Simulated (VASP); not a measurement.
# AgI (P6_3mc) in VASP: settings compared

AgI is run at these levels: PBE, r2SCAN; tasks: single point.

All numbers are computed with VASP 6.6.1; they aren't measurements. Logs are shortened: lines on timing, memory, paths and dates and some standing lists are left out, and cuts for length are marked.

## (1) The cell of the first run

Symmetry: P6_3mc, No. 186, hexagonal system. Conventional cell: a = 4.732 Å, b = 4.732 Å, c = 7.740 Å, α = 90.00°, β = 90.00°, γ = 120.00°. Ag (site symmetry 3m) has 4 I at 2.90 Å within 3.8 Å. I (site symmetry 3m) has 4 Ag at 2.90 Å within 3.8 Å.

## (2) Single point, PBE (37.53 Å³/atom)

INCAR reads:

```
SYSTEM = AgI
ALGO = Normal ; EDIFF = 1E-6
ENCUT = 500 ; GGA = PE
GGA_COMPAT = .FALSE. ; ISIF = 2
ISMEAR = 0 ; LASPH = .TRUE.
LCHARG = .FALSE. ; LREAL = .FALSE.
LWAVE = .FALSE. ; NBANDS = 26
NELM = 120 ; PREC = Accurate
SIGMA = 0.01
```

KPOINTS reads:

```
k-points
0
G
  6 6 4
  0 0 0
```

POSCAR reads:

```
AgI
1.0
    4.7322615652      0.0000000000      0.0000000000
   -2.3661307826      4.0982587328      0.0000000000
    0.0000000000      0.0000000000      7.7403434666
Ag I
2 2
Direct
    0.6666666667      0.3333333333      0.6276573194
    0.3333333333      0.6666666667      0.1276573194
    0.6666666667      0.3333333333      0.0023426806
    0.3333333333      0.6666666667      0.5023426806
```

Potentials or basis: VASP PAW PBE potentials, release 64 (Ag, I).

On the command line:

```sh
$ cat potpaw_PBE.64/Ag/POTCAR potpaw_PBE.64/I/POTCAR > POTCAR
$ mpirun -np 1 vasp_std > vasp.out
```

OUTCAR:

```text
SYSTEM = AgI
   EDIFF = 1E-6
   ENCUT = 500
   GGA = PE
   ISIF = 2
   ISMEAR = 0
   LASPH = .TRUE.
   LREAL = .FALSE.
   NELM = 120
   PREC = Accurate

 ion  position               nearest neighbor table
   1  0.667  0.333  0.628-   4 2.90   4 2.90   4 2.90   3 2.90
   2  0.333  0.667  0.128-   3 2.90   3 2.90   3 2.90   4 2.90
   3  0.667  0.333  0.002-   2 2.90   2 2.90   2 2.90   1 2.90
   4  0.333  0.667  0.502-   1 2.90   1 2.90   1 2.90   2 2.90

  LATTYP: Found a hexagonal cell.
 ALAT       =     4.7322615652
 C/A-ratio  =     1.6356541920

  Lattice vectors:

 A1 = (   4.7322615652,   0.0000000000,   0.0000000000)
 A2 = (  -2.3661307826,   4.0982587328,   0.0000000000)
 A3 = (   0.0000000000,   0.0000000000,   7.7403434666)

Analysis of symmetry for initial positions (statically):
=====================================================================
 Subroutine PRICEL returns:
 Original cell was already a primitive cell.

 Routine SETGRP: Setting up the symmetry group for a
 hexagonal supercell.

 Subroutine GETGRP returns: Found 12 space group operations
 (whereof  6 operations were pure point group operations)
 out of a pool of 24 trial point group operations.

The static configuration has the point symmetry C_3v.
 The point group associated with its full space group is C_6v.

Analysis of symmetry for dynamics (positions and initial velocities):
=====================================================================
 Subroutine PRICEL returns:
 Original cell was already a primitive cell.

 Routine SETGRP: Setting up the symmetry group for a
 hexagonal supercell.

 Subroutine GETGRP returns: Found 12 space group operations
 (whereof  6 operations were pure point group operations)
 out of a pool of 24 trial point group operations.

The dynamic configuration has the point symmetry C_3v.
 The point group associated with its full space group is C_6v.

 Subroutine INISYM returns: Found 12 space group operations
 (whereof  6 operations are pure point group operations),
 and found     1 'primitive' translations

[... 88 lines left out ...]
   ISPIN  =      1    spin polarized calculation?
   LNONCOLLINEAR =      F non collinear calculations
   LSORBIT =      F    spin-orbit coupling
   LASPH  =      T    aspherical Exc in radial PAW
   ENCUT  =  500.0 eV  36.75 Ry    6.06 a.u.   8.63  8.63 14.11*2*pi/ulx,y,z
   NELM   =    120;   NELMIN=  2; NELMDL= -5     # of ELM steps
   EDIFF  = 0.1E-05   stopping-criterion for ELM
   LREAL  =      F    real-space projection
   EDIFFG = 0.1E-04   stopping-criterion for IOM
   NSW    =      0    number of steps for IOM
   IBRION =     -1    ionic relax: 0-MD 1-quasi-New 2-CG
   NFREE  =      0    steps in history (QN), initial steepest desc. (CG)
   ISIF   =      2    stress and relaxation
   ISYM   =      2    0-nonsym 1-usesym 2-fastsym
   POTIM  = 0.5000    time-step for ionic-motion
   TEBEG  =    0.0;   TEEND  =   0.0 temperature during run
   PSTRESS=    0.0 pullay stress
   NELECT =      36.0000    total number of electrons
   NUPDOWN=      -1.0000    fix difference up-down
   EMIN   =  10.00;   EMAX   =-10.00  energy-range for DOS
   EFERMI =   0.00;   METHOD = LEGACY
   ISMEAR =     0;   SIGMA  =   0.01  broadening in eV -4-tet -1-fermi 0-gaus
   EFERMI_NEDOS =   21; number of points for ismear=-14 and -15
   IALGO  =     38    algorithm
   IMIX   =      4    mixing-type and parameters
     AMIX     =   0.40;   BMIX     =  1.00
     AMIX_MAG =   1.60;   BMIX_MAG =  1.00
  volume/ion in A,a.u.               =      37.53       253.26
  Fermi-wavevector in a.u.,A,eV,Ry     =   1.017106  1.922052 14.075290  1.034505
  Thomas-Fermi vector in A             =   2.150488
   LORBIT       =      0    0 simple, 1 ext, 2 COOP (PROOUT), +10 PAW based schemes
   GGA     = PE    functional components
   LHFCALC =     F    Hartree Fock is set to
   AEXX    =    0.0000 exact exchange contribution
   IVDW    =     0    specifies the selected vdW correction
   LEPSILON=     F    determine dielectric tensor
   LRPA    =     F    only Hartree local field effects (RPA)
 non-spin polarized calculation
 Gauss-broadening in eV      SIGMA  =   0.01
  energy-cutoff  :      500.00
  volume of cell :      150.12
 maximum number of plane-waves:      3839
 NGX is ok and might be reduce to    36
   NGX = 17   NGY = 17   NGZ = 29

 number of electron      35.9999993 magnetization

 Free energy of the ion-electron system (eV)
  ---------------------------------------------------
  ext. energy  EPLUGINS =         0.00000000
  ---------------------------------------------------
  free energy    TOTEN  =        -9.56924786 eV

  energy without entropy =       -9.56924786  energy(sigma->0) =       -9.56924786

 E-fermi :   2.2149     XC(G=0):  -8.0101

 val. band max:        2.1577145306   @ k =   0.0000   0.0000   0.0000
 cond. band min:       3.5271889365   @ k =   0.0000   0.0000   0.0000
 fundamental gap:      1.3694744059
 Fermi energy:         2.2148956217

 k-point     1 :       0.0000    0.0000    0.0000
  band No.  band energies     occupation
      1     -10.1720      2.00000
      2      -9.9479      2.00000
      3      -1.5306      2.00000
      4      -1.5262      2.00000
      5      -1.5262      2.00000
      6      -1.4113      2.00000
[... 598 lines left out ...]
     25      10.3773      0.00000
     26      10.3865      0.00000

------------------------ aborting loop because EDIFF is reached ----------------------------------------

  FORCE on cell =-STRESS in cart. coord.  units (eV):
  Direction    XX          YY          ZZ          XY          YZ          ZX
  --------------------------------------------------------------------------------------
  -------------------------------------------------------------------------------------
  Total       -0.7726347     -0.7726347     -0.7761428      0.0000000     -0.0000000      0.0000000
  in kB       -8.2462485     -8.2462485     -8.2836901      0.0000000     -0.0000000      0.0000000
  external PRESSURE =      -8.2587290 kB  Pullay stress =       0.0000000 kB

 VOLUME and BASIS-vectors are now :
 -----------------------------------------------------------------------------
  energy-cutoff  :      500.00
  volume of cell :      150.12
      direct lattice vectors                 reciprocal lattice vectors
     4.732261565  0.000000000  0.000000000     0.211315454  0.122003034  0.000000000
    -2.366130783  4.098258733  0.000000000     0.000000000  0.244006068  0.000000000
     0.000000000  0.000000000  7.740343467     0.000000000  0.000000000  0.129193233

 POSITION                                       TOTAL-FORCE (eV/Angst)
 -----------------------------------------------------------------------------------
      2.36613      1.36609      4.85828         0.000000     -0.000000     -0.002911
     -0.00000      2.73217      0.98811        -0.000000      0.000000     -0.002911
      2.36613      1.36609      0.01813        -0.000000      0.000000      0.002911
     -0.00000      2.73217      3.88830        -0.000000      0.000000      0.002911
 -----------------------------------------------------------------------------------
    total drift:                               -0.000000      0.000000      0.001660

  FREE ENERGIE OF THE ION-ELECTRON SYSTEM (eV)
  ---------------------------------------------------
  free  energy   TOTEN  =        -9.5692478626 eV

  energy  without entropy=       -9.5692478626  energy(sigma->0) =       -9.56924786
```

OSZICAR:

```text
N       E                     dE             d eps       ncg     rms          rms(c)
DAV:   1     0.195265608226E+03    0.19527E+03   -0.15123E+04  1092   0.114E+03
DAV:   2     0.293785102009E+00   -0.19497E+03   -0.18738E+03  1240   0.224E+02
DAV:   3    -0.954537131448E+01   -0.98392E+01   -0.97843E+01  1294   0.503E+01
DAV:   4    -0.972659275748E+01   -0.18122E+00   -0.18112E+00  1368   0.677E+00
DAV:   5    -0.972787940151E+01   -0.12866E-02   -0.12866E-02  1282   0.667E-01    0.586E+00
DAV:   6    -0.956598959357E+01    0.16189E+00   -0.51533E-01  1126   0.788E+00    0.442E+00
DAV:   7    -0.956830831012E+01   -0.23187E-02   -0.14887E-01  1138   0.177E+00    0.180E+00
DAV:   8    -0.956883903698E+01   -0.53073E-03   -0.10702E-02  1148   0.948E-01    0.419E-01
DAV:   9    -0.956913134523E+01   -0.29231E-03   -0.23443E-03  1212   0.467E-01    0.889E-02
DAV:  10    -0.956917871382E+01   -0.47369E-04   -0.15608E-04  1180   0.143E-01    0.347E-02
DAV:  11    -0.956925255685E+01   -0.73843E-04   -0.17836E-04  1114   0.945E-02    0.421E-02
DAV:  12    -0.956924788235E+01    0.46745E-05   -0.14607E-05  1270   0.329E-02    0.411E-02
DAV:  13    -0.956924786264E+01    0.19714E-07   -0.56300E-06  1122   0.138E-02
   1 F= -.95692479E+01 E0= -.95692479E+01  d E =-.494331E-18
```

stdout:

```text
POSCAR found type information on POSCAR AgI
 POSCAR found :  2 types and       4 ions
 scaLAPACK will be used
 LDA part: xc-table for (Slater+PW92), standard interpolation
 POSCAR, INCAR and KPOINTS ok, starting setup
 FFT: planning ... GRIDC
 FFT: planning ... GRID_SOFT
 FFT: planning ... GRID
 WAVECAR not read
 entering main loop
```

Wall time 25 s (1 thread of Intel Xeon 6975P-C (Granite Rapids), shared host); peak memory 0.28 GiB.

What came out:

- Free energy: -9.5692 eV
- Pressure: -0.8 GPa
- Band gap on the k mesh: 1.37 eV

Forces on the atoms (eV/Å):
```
Ag   0.000  0.000 -0.003
Ag   0.000  0.000 -0.003
I    0.000  0.000  0.003
I    0.000  0.000  0.003
```

Caveat: spin-orbit coupling is left out, which moves the levels of the heavy elements. PBE gaps usually lie below the measured ones, often by a third to a half.

## (3) Single point, PBE (38.62 Å³/atom)

This run uses another cell than the first one, of 38.62 Å³/atom.

INCAR reads:

```
PREC = Accurate
ENCUT = 500
EDIFF = 1E-6
ISMEAR = 0
SIGMA = 0.01
LREAL = False
LASPH = True
NELM = 120
ALGO = Normal
ISIF = 2
LWAVE = False
LCHARG = False
GGA = PE
NBANDS = 26
GGA_COMPAT = False
```

KPOINTS reads:

```
regular mesh
0
Gamma
  6 6 4
```

POSCAR reads:

```
AgI
1.0
    4.7777668718      0.0000000000      0.0000000000
   -2.3888834359      4.1376674843      0.0000000000
    0.0000000000      0.0000000000      7.8147744121
Ag I
2 2
Direct
    0.6666666667      0.3333333333      0.6276573194
    0.3333333333      0.6666666667      0.1276573194
    0.6666666667      0.3333333333      0.0023426806
    0.3333333333      0.6666666667      0.5023426806
```

Potentials or basis: VASP PAW PBE potentials, release 64 (Ag, I).

On the command line:

```sh
$ cat potpaw_PBE.64/Ag/POTCAR potpaw_PBE.64/I/POTCAR > POTCAR
$ mpirun -np 1 vasp_std > vasp.out
```

It took 35 s on 1 thread of Intel Xeon 6975P-C (Granite Rapids), shared host; peak memory 0.29 GiB.

It converged, with:

| Property | Result |
| --- | --- |
| Free energy | -9.5407 eV |
| Pressure | -1.3 GPa |
| Largest force | 0.004 eV/Å |
| Band gap on the k mesh | 1.37 eV |

Forces in eV/Å, atoms in the order of the input:
```
Ag   0.000  0.000 -0.004
Ag   0.000  0.000 -0.004
I    0.000  0.000  0.004
I    0.000  0.000  0.004
```

Levels at points of the mesh, in eV from the valence-band top:
| k point | band 14 | band 15 | band 16 | band 17 | band 18 | band 19 | band 20 | band 21 | band 22 | band 23 |
| --- | --- | --- | --- | --- | --- | --- | --- | --- | --- | --- |
| (0.00, 0.00, 0.00) | -0.56 | -0.56 | -0.05 | 0.00 | 0.00 | 1.37 | 2.70 | 5.93 | 5.93 | 6.08 |
| (0.50, 0.00, 0.00) | -2.21 | -1.79 | -1.42 | -0.81 | -0.56 | 3.28 | 3.69 | 4.99 | 5.71 | 6.38 |
| (0.00, 0.00, 0.50) | -1.43 | -0.29 | -0.29 | -0.29 | -0.29 | 2.61 | 2.61 | 5.66 | 5.66 | 6.21 |
| (0.50, 0.00, 0.50) | -2.37 | -0.99 | -0.99 | -0.99 | -0.99 | 3.32 | 3.32 | 5.00 | 5.00 | 7.19 |

Caveat: spin-orbit coupling is left out, which moves the levels of the heavy elements.

## (4) Single point, r2SCAN (33.45 Å³/atom)

This run uses another cell than the first one, of 33.45 Å³/atom.

POSCAR reads:

```
AgI
1.0
    4.5558023790      0.0000000000      0.0000000000
   -2.2779011895      3.9454405949      0.0000000000
    0.0000000000      0.0000000000      7.4445765231
Ag I
2 2
Direct
    0.6666666667      0.3333333333      0.6275238171
    0.3333333333      0.6666666667      0.1275238171
    0.6666666667      0.3333333333      0.0024761829
    0.3333333333      0.6666666667      0.5024761829
```

INCAR.step1 reads:

```
  PREC = Accurate
  ENCUT = 550
  ISMEAR = 0
  SIGMA = 0.01
  LREAL = False
  LASPH = True
  NELM = 120
  NBANDS = 26
  GGA = PE
  ALGO = Normal
  EDIFF = 1E-5
  LWAVE = True
  LCHARG = False
  GGA_COMPAT = False
```

INCAR.step2 reads:

```
  PREC = Accurate
  ENCUT = 550
  EDIFF = 1E-6
  ISMEAR = 0
  SIGMA = 0.01
  LREAL = False
  LASPH = True
  NELM = 120
  ALGO = Normal
  ISIF = 2
  LWAVE = False
  LCHARG = False
  METAGGA = R2SCAN
  LMIXTAU = True
  NBANDS = 26
  ISTART = 1
  GGA_COMPAT = False
```

KPOINTS reads:

```
Automatic mesh
0
Gamma
  6 6 4
```

On the command line:

```sh
$ cat potpaw_PBE.64/Ag/POTCAR potpaw_PBE.64/I/POTCAR > POTCAR
$ cp INCAR.step1 INCAR
$ mpirun -np 1 vasp_std > vasp.out
$ cp INCAR.step2 INCAR
$ mpirun -np 1 vasp_std > vasp.out
```

Run time: 1.9 min. Hardware: 1 thread of Intel Xeon 6975P-C (Granite Rapids), shared host; peak memory 0.33 GiB.

The run converged. Its results:

```yaml
Free_energy: -93.0043 eV
Pressure: 2.0 GPa
Largest_force: 0.004 eV/Å
Band_gap_on_the_k_mesh: 1.83 eV
```

Forces in eV/Å, atoms in the order of the input:
```
Ag   0.000  0.000  0.004
Ag   0.000  0.000  0.004
I    0.000  0.000 -0.004
I    0.000  0.000 -0.004
```

Levels at points of the mesh, in eV from the valence-band top:
| k point | band 16 | band 17 | band 18 | band 19 | band 20 | band 21 |
| --- | --- | --- | --- | --- | --- | --- |
| (0.00, 0.00, 0.00) | -0.08 | 0.00 | 0.00 | 1.83 | 3.05 | 6.17 |
| (0.50, 0.00, 0.00) | -1.91 | -1.10 | -0.77 | 3.78 | 3.89 | 5.04 |
| (0.00, 0.00, 0.50) | -0.39 | -0.39 | -0.39 | 3.12 | 3.12 | 6.02 |
| (0.50, 0.00, 0.50) | -1.33 | -1.31 | -1.31 | 3.61 | 3.61 | 5.20 |

Caveat: the PAW data sets were made with another functional, which shifts forces and pressure a little; spin-orbit coupling is left out, which moves the levels of the heavy elements. r2SCAN opens gaps a little over a GGA but as a rule still falls short of measured ones.

(Part 1 of 2 ends here.)
